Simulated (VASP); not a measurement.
# Ir (P6_3/mmc) in VASP: notebook

Runs on Ir. Level: LDA. Tasks: single point.

Program: VASP 6.6.1. These are calculated values, not measurements. Logs are shortened: lines on timing, memory, paths and dates and some standing lists are left out, and cuts for length are marked.

### 1 The cell of the first run

Symmetry: P6_3/mmc, No. 194, hexagonal system. The conventional cell has a = 2.705 Å, b = 2.705 Å, c = 4.386 Å, α = 90.00°, β = 90.00°, γ = 120.00°. Ir (site symmetry -6m2) has 12 Ir at 2.69 to 2.71 Å within 3.6 Å.

This isn't the form of Ir at room conditions, which is fcc.

### 2 Single point, LDA, collinear spin (13.90 Å³/atom)

INCAR

```
SYSTEM = Ir
PREC = Accurate
ENCUT = 500
EDIFF = 1E-6
ISMEAR = 0
SIGMA = 0.15
LREAL = .FALSE.
LASPH = .TRUE.
NELM = 200
ALGO = Normal
ISIF = 2
LWAVE = .FALSE.
LCHARG = .FALSE.
ISPIN = 2
MAGMOM = 0.7 0.7
LORBIT = 11
NUPDOWN = 1.4
LMAXMIX = 4
NBANDS = 28
GGA_COMPAT = .FALSE.
```

KPOINTS

```
Automatic mesh
0
G
  21 21 12
  0 0 0
```

POSCAR

```
Ir
1.0
    2.7052421934      0.0000000000      0.0000000000
   -1.3526210967      2.3428084629      0.0000000000
    0.0000000000      0.0000000000      4.3862377053
Ir
2
Direct
    0.6666666667      0.3333333333      0.7500000000
    0.3333333333      0.6666666667      0.2500000000
```

Potentials or basis: VASP PAW LDA potentials, release 64 (Ir_sv_GW).

Run with:

```sh
$ cat potpaw_LDA.64/Ir_sv_GW/POTCAR > POTCAR
$ mpirun -np 1 vasp_std > vasp.out
```

OUTCAR:

```text
SYSTEM = Ir
   PREC = Accurate
   ENCUT = 500
   EDIFF = 1E-6
   ISMEAR = 0
   LREAL = .FALSE.
   LASPH = .TRUE.
   NELM = 200
   ISIF = 2
   ISPIN = 2
   LORBIT = 11
   NUPDOWN = 1.4

 ion  position               nearest neighbor table
   1  0.667  0.333  0.750-   2 2.69   2 2.69   2 2.69   2 2.69   2 2.69   2 2.69
   2  0.333  0.667  0.250-   1 2.69   1 2.69   1 2.69   1 2.69   1 2.69   1 2.69

  LATTYP: Found a hexagonal cell.
 ALAT       =     2.7052421934
 C/A-ratio  =     1.6213844794

  Lattice vectors:

 A1 = (   2.7052421934,   0.0000000000,   0.0000000000)
 A2 = (  -1.3526210967,   2.3428084629,   0.0000000000)
 A3 = (   0.0000000000,   0.0000000000,   4.3862377053)

Analysis of symmetry for initial positions (statically):
=====================================================================
 Subroutine PRICEL returns:
 Original cell was already a primitive cell.

 Routine SETGRP: Setting up the symmetry group for a
 hexagonal supercell.

 Subroutine GETGRP returns: Found 24 space group operations
 (whereof 12 operations were pure point group operations)
 out of a pool of 24 trial point group operations.

The static configuration has the point symmetry D_3d.
 The point group associated with its full space group is D_6h.

Analysis of symmetry for dynamics (positions and initial velocities):
=====================================================================
 Subroutine PRICEL returns:
 Original cell was already a primitive cell.

 Routine SETGRP: Setting up the symmetry group for a
 hexagonal supercell.

 Subroutine GETGRP returns: Found 24 space group operations
 (whereof 12 operations were pure point group operations)
 out of a pool of 24 trial point group operations.

The dynamic configuration has the point symmetry D_3d.
 The point group associated with its full space group is D_6h.

Analysis of structural, dynamic, and magnetic symmetry:
=====================================================================
 Subroutine PRICEL returns:
 Original cell was already a primitive cell.

 Routine SETGRP: Setting up the symmetry group for a
 hexagonal supercell.

 Subroutine GETGRP returns: Found 24 space group operations
 (whereof 12 operations were pure point group operations)
 out of a pool of 24 trial point group operations.

The overall configuration has the point symmetry D_3d.
[... 121 lines left out ...]
  volume/ion in A,a.u.               =      13.90        93.80
  Fermi-wavevector in a.u.,A,eV,Ry     =   1.750744  3.308427 41.703303  3.065106
  Thomas-Fermi vector in A             =   2.821404
   LORBIT       =     11    0 simple, 1 ext, 2 COOP (PROOUT), +10 PAW based schemes
   GGA     = CA    functional components
   LHFCALC =     F    Hartree Fock is set to
   AEXX    =    0.0000 exact exchange contribution
   IVDW    =     0    specifies the selected vdW correction
   LEPSILON=     F    determine dielectric tensor
   LRPA    =     F    only Hartree local field effects (RPA)
 spin polarized calculation
 Gauss-broadening in eV      SIGMA  =   0.15
  energy-cutoff  :      500.00
  volume of cell :       27.80
 maximum number of plane-waves:       738
 NGX is ok and might be reduce to    20
   NGX =  9   NGY =  9   NGZ = 15

 number of electron      34.0000000 magnetization       1.4000000

 Free energy of the ion-electron system (eV)
  ---------------------------------------------------
  ext. energy  EPLUGINS =         0.00000000
  ---------------------------------------------------
  free energy    TOTEN  =       -21.35988754 eV

  energy without entropy =      -21.33412351  energy(sigma->0) =      -21.34700552

 E-fermi :  12.6064     XC(G=0): -14.8921

 val. band max:       13.4683771394   @ k =   0.3810   0.1429   0.0833
 cond. band min:      12.6150838593   @ k =   0.0952   0.0476   0.4167
 fundamental gap:     -0.8532932801
 Fermi energy:        13.4684910131

 spin component 1

 k-point     1 :       0.0000    0.0000    0.0000
  band No.  band energies     occupation
      1     -79.6682      1.00000
      2     -79.5934      1.00000
      3     -37.2423      1.00000
      4     -36.4999      1.00000
      5     -36.4999      1.00000
      6     -36.3752      1.00000
[... 733 lines left out ...]
     27      33.5928      0.00000
     28      35.9350      0.00000

 [... further k-points ...]

 spin component 2

 k-point     1 :       0.0000    0.0000    0.0000
  band No.  band energies     occupation
      1     -79.3259      1.00000
      2     -79.2511      1.00000
      3     -36.8317      1.00000
      4     -36.1017      1.00000
      5     -36.1017      1.00000
      6     -35.9759      1.00000
[... 733 lines left out ...]
     27      33.8054      0.00000
     28      36.1779      0.00000

 [... further k-points ...]

------------------------ aborting loop because EDIFF is reached ----------------------------------------

  FORCE on cell =-STRESS in cart. coord.  units (eV):
  Direction    XX          YY          ZZ          XY          YZ          ZX
  --------------------------------------------------------------------------------------
  -------------------------------------------------------------------------------------
  Total        0.4917334      0.4917334      0.3972999     -0.0000000     -0.0000000      0.0000000
  in kB       28.3403486     28.3403486     22.8978080     -0.0000000     -0.0000000      0.0000000
  external PRESSURE =      26.5261684 kB  Pullay stress =       0.0000000 kB

 VOLUME and BASIS-vectors are now :
 -----------------------------------------------------------------------------
  energy-cutoff  :      500.00
  volume of cell :       27.80
      direct lattice vectors                 reciprocal lattice vectors
     2.705242193  0.000000000  0.000000000     0.369652670  0.213419069  0.000000000
    -1.352621097  2.342808463  0.000000000     0.000000000  0.426838137  0.000000000
     0.000000000  0.000000000  4.386237705     0.000000000  0.000000000  0.227985820

 POSITION                                       TOTAL-FORCE (eV/Angst)
 -----------------------------------------------------------------------------------
      1.35262      0.78094      3.28968        -0.000000      0.000000      0.000000
     -0.00000      1.56187      1.09656         0.000000     -0.000000      0.000000
 -----------------------------------------------------------------------------------
    total drift:                               -0.000000      0.000000     -0.000000

  FREE ENERGIE OF THE ION-ELECTRON SYSTEM (eV)
  ---------------------------------------------------
  free  energy   TOTEN  =       -21.3598875415 eV

  energy  without entropy=      -21.3341235053  energy(sigma->0) =      -21.34700552

 total charge

# of ion       s       p       d       f       tot
--------------------------------------------------
    1        3.943   6.116   6.333   0.026  16.419
    2        3.943   6.116   6.333   0.026  16.419
--------------------------------------------------
tot          7.886  12.231  12.667   0.053  32.838

 magnetization (x)

# of ion       s       p       d       f       tot
--------------------------------------------------
    1        0.028   0.005   0.655   0.003   0.690
    2        0.028   0.005   0.655   0.003   0.690
--------------------------------------------------
tot          0.055   0.009   1.311   0.005   1.380
```

OSZICAR:

```text
N       E                     dE             d eps       ncg     rms          rms(c)
DAV:   1     0.328386409445E+03    0.32839E+03   -0.23459E+04 39768   0.127E+03
DAV:   2    -0.139904720055E+02   -0.34238E+03   -0.33143E+03 44192   0.446E+02
DAV:   3    -0.236435086030E+02   -0.96530E+01   -0.95510E+01 43740   0.700E+01
DAV:   4    -0.236728756097E+02   -0.29367E-01   -0.29358E-01 41224   0.427E+00
DAV:   5    -0.236729337435E+02   -0.58134E-04   -0.58133E-04 42412   0.191E-01    0.103E+02
DAV:   6    -0.215709765285E+02    0.21020E+01   -0.27355E+00 39252   0.124E+01    0.540E+01
DAV:   7    -0.213908230171E+02    0.18015E+00   -0.88462E-01 41748   0.644E+00    0.110E+01
DAV:   8    -0.213681954336E+02    0.22628E-01   -0.61867E-02 39632   0.208E+00    0.443E+00
DAV:   9    -0.213601919598E+02    0.80035E-02   -0.28616E-02 40668   0.136E+00    0.110E+00
DAV:  10    -0.213600846965E+02    0.10726E-03   -0.40854E-04 41648   0.171E-01    0.613E-01
DAV:  11    -0.213599030101E+02    0.18169E-03   -0.15171E-04 40880   0.126E-01    0.178E-01
DAV:  12    -0.213598863436E+02    0.16666E-04   -0.23662E-05 40908   0.499E-02    0.306E-02
DAV:  13    -0.213598874879E+02   -0.11442E-05   -0.69234E-07 21340   0.724E-03    0.781E-03
DAV:  14    -0.213598875415E+02   -0.53625E-07   -0.35959E-08 20384   0.155E-03
   1 F= -.21359888E+02 E0= -.21347006E+02  d E =-.257640E-01  mag=     1.4000
```

Run time: 4.3 min. Hardware: 1 thread of Intel Xeon Platinum 8488C (Sapphire Rapids), shared host; peak memory 0.42 GiB.

What came out:

| Quantity | Value |
| --- | --- |
| Free energy | -21.3599 eV |
| Pressure | 2.7 GPa |
| Net moment | 1.40 μB per cell |
| Site moments | Ir +0.69 μB |
| Valence electrons inside the program's atomic spheres | Ir 16.42 |

Stress tensor (GPa, compression positive):
```
2.83 0.00 0.00
0.00 2.83 0.00
0.00 0.00 2.29
```

Caveat: spin-orbit coupling is left out, which moves the levels of the heavy elements; the total moment is fixed, so each spin has its own Fermi level.

### 3 Single point, LDA, collinear spin (15.57 Å³/atom)

This run uses another cell than the first one, of 15.57 Å³/atom.

INCAR

```
SYSTEM = Ir
PREC = Accurate
ENCUT = 520
EDIFF = 1E-7
ISMEAR = 0
SIGMA = 0.15
LREAL = .FALSE.
LASPH = .TRUE.
NELM = 150
ALGO = Fast
ISIF = 2
LWAVE = .FALSE.
LCHARG = .FALSE.
ISPIN = 2
MAGMOM = 0.4 0.4
LORBIT = 11
NUPDOWN = 0.8
LMAXMIX = 4
NBANDS = 20
```

KPOINTS is that of step 2.

POSCAR

```
Ir
1.0
    2.8094117329      0.0000000000      0.0000000000
   -1.4047058664      2.4330219303      0.0000000000
    0.0000000000      0.0000000000      4.5551365798
Ir
2
Direct
    0.6666666667      0.3333333333      0.7500000000
    0.3333333333      0.6666666667      0.2500000000
```

Potentials or basis: VASP PAW LDA potentials, release 64 (Ir).

Run with:

```sh
$ cat potpaw_LDA.64/Ir/POTCAR > POTCAR
$ mpirun -np 1 vasp_std > vasp.out
```

It took 2.5 min on 1 thread of Intel Xeon 6975P-C (Granite Rapids), shared host; peak memory 0.37 GiB.

Results (log left out):

```
Free energy                                           : -20.0824 eV
Pressure                                              : -31.4 GPa
Net moment                                            : 0.80 μB per cell
Site moments                                          : Ir +0.39 μB
Valence electrons inside the program's atomic spheres : Ir 8.12
```

Stress tensor (GPa, compression positive):
```
-31.02   0.00   0.00
  0.00 -31.02   0.00
  0.00   0.00 -32.18
```

Caveat: the cell stands under tension; spin-orbit coupling is left out, which moves the levels of the heavy elements; the total moment is fixed, so each spin has its own Fermi level.

### 4 Single point, LDA, collinear spin (15.57 Å³/atom)

This run uses another cell than the first one, of 15.57 Å³/atom.

INCAR: that of step 3 with these lines changed.

```diff
@@ -9,3 +9,3 @@
 NELM = 150
-ALGO = Fast
+ALGO = Normal
 ISIF = 2
@@ -14,5 +14,5 @@
 ISPIN = 2
-MAGMOM = 0.4 0.4
+MAGMOM = 0.2 0.2
 LORBIT = 11
-NUPDOWN = 0.8
+NUPDOWN = 0.4
 LMAXMIX = 4
```

KPOINTS

```
regular mesh
0
G
  21 21 12
  0 0 0
```

POSCAR is that of step 3.

Run with:

```sh
$ cat potpaw_LDA.64/Ir/POTCAR > POTCAR
$ mpirun -np 1 vasp_std > vasp.out
```

Run time: 2 min. Hardware: 1 thread of Intel Xeon 6975P-C (Granite Rapids), shared host; peak memory 0.37 GiB.

The run converged. Its results:

| Item | Value |
| --- | --- |
| Free energy | -20.1353 eV |
| Pressure | -32.2 GPa |
| Net moment | 0.40 μB per cell |
| Site moments | Ir +0.20 μB |
| Valence electrons inside the program's atomic spheres | Ir 8.12 |

Stress tensor (GPa, compression positive):
```
-31.93   0.00   0.00
  0.00 -31.93   0.00
  0.00   0.00 -32.77
```

Caveat: the cell stands under tension; spin-orbit coupling is left out, which moves the levels of the heavy elements; the total moment is fixed, so each spin has its own Fermi level.

### 5 Single point, LDA, collinear spin (13.90 Å³/atom)

INCAR

```
PREC = Accurate ; ENCUT = 500
EDIFF = 1E-6 ; ISMEAR = 0
SIGMA = 0.15 ; LREAL = False
LASPH = True ; NELM = 200
ALGO = Normal ; ISIF = 2
LWAVE = False ; LCHARG = False
ISPIN = 2 ; MAGMOM = 0.3 0.3
LORBIT = 11 ; NUPDOWN = 0.6
LMAXMIX = 4 ; NBANDS = 28
GGA_COMPAT = False
```

KPOINTS

```
Automatic mesh
0
Gamma
  21 21 12
```

POSCAR

```
Ir
1.0
    2.7052421934      0.0000000000      0.0000000000
   -1.3526210967      2.3428084629      0.0000000000
    0.0000000000      0.0000000000      4.3862377053
Ir
2
Direct
    0.6666666667      0.3333333333      0.7500000000
    0.3333333333      0.6666666667      0.2500000000
```

Potentials or basis: VASP PAW LDA potentials, release 64 (Ir_sv_GW).

Run with:

```sh
$ cat potpaw_LDA.64/Ir_sv_GW/POTCAR > POTCAR
$ mpirun -np 1 vasp_std > vasp.out
```

Run time: 3.8 min. Hardware: 1 thread of Intel Xeon Platinum 8488C (Sapphire Rapids), shared host; peak memory 0.42 GiB.

Results (log left out):

```
Free energy                                           : -21.6012 eV
Pressure                                              : -0.9 GPa
Net moment                                            : 0.60 μB per cell
Site moments                                          : Ir +0.30 μB
Valence electrons inside the program's atomic spheres : Ir 16.41
```

Stress tensor (GPa, compression positive):
```
-0.69  0.00  0.00
 0.00 -0.69  0.00
 0.00  0.00 -1.22
```

Caveat: spin-orbit coupling is left out, which moves the levels of the heavy elements; the total moment is fixed, so each spin has its own Fermi level.

### 6 The runs side by side

```tsv
potentials or basis	fixed moment (μB)	cell	cutoff (eV)	pressure (GPa)	moment (μB)
VASP PAW LDA potentials, release 64 (Ir_sv_GW)	1.4	a = 2.705, b = 2.705, c = 4.386 Å, angles 90.0, 90.0, 120.0°, 2 atoms	500	2.7	1.40
VASP PAW LDA potentials, release 64 (Ir)	0.8	a = 2.809, b = 2.809, c = 4.555 Å, angles 90.0, 90.0, 120.0°, 2 atoms	520	-31.4	0.80
VASP PAW LDA potentials, release 64 (Ir)	0.4	a = 2.809, b = 2.809, c = 4.555 Å, angles 90.0, 90.0, 120.0°, 2 atoms	520	-32.2	0.40
VASP PAW LDA potentials, release 64 (Ir_sv_GW)	0.6	a = 2.705, b = 2.705, c = 4.386 Å, angles 90.0, 90.0, 120.0°, 2 atoms	500	-0.9	0.60
```

Alike in all rows: task single point; level LDA; spin collinear; k mesh 21 × 21 × 12; smearing gaussian 0.15 eV.

Caveats: spin-orbit coupling is left out, which moves the levels of the heavy elements; the total moment is fixed, so each spin has its own Fermi level; the cell stands under tension (at least some runs).

Absolute energies hang on the potentials; compare differences alone.
